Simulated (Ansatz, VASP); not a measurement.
**Cu2O in VASP and in Ansatz**

```
CELL_PARAMETERS angstrom
4.26000 0.00000 0.00000
0.00000 4.26000 0.00000
0.00000 0.00000 4.26000
ATOMIC_POSITIONS crystal
Cu 0.25000 0.25000 0.25000
Cu 0.25000 0.75000 0.75000
Cu 0.75000 0.75000 0.25000
Cu 0.75000 0.25000 0.75000
O 0.00000 0.00000 0.00000
O 0.50000 0.50000 0.50000
```

Alike in both runs: task electric field gradients; functional LDA; k mesh 7 × 7 × 7; occupations fermi-dirac, width 0.02 eV; no spin polarisation.

```csv
,VASP,Ansatz
version,VASP 6.6.1,Ansatz 0.2.0
potentials or method,"VASP PAW LDA potentials, release 64 (Cu_sv_GW, O)","plane-wave PAW, scalar-relativistic"
plane-wave cutoff (eV),610,420
valence electrons in the cell,88,88
```

Ansatz gave:

```
size of Vzz on the site where it differs most (V/Å²) : 49.8
```

Problem. Estimate VASP's values.

Solution. Size of Vzz on the site where it differs most (V/Å²): 51.1.

LDA's correlation is that of Perdew and Zunger in VASP and of Perdew and Wang (1992) in Ansatz.
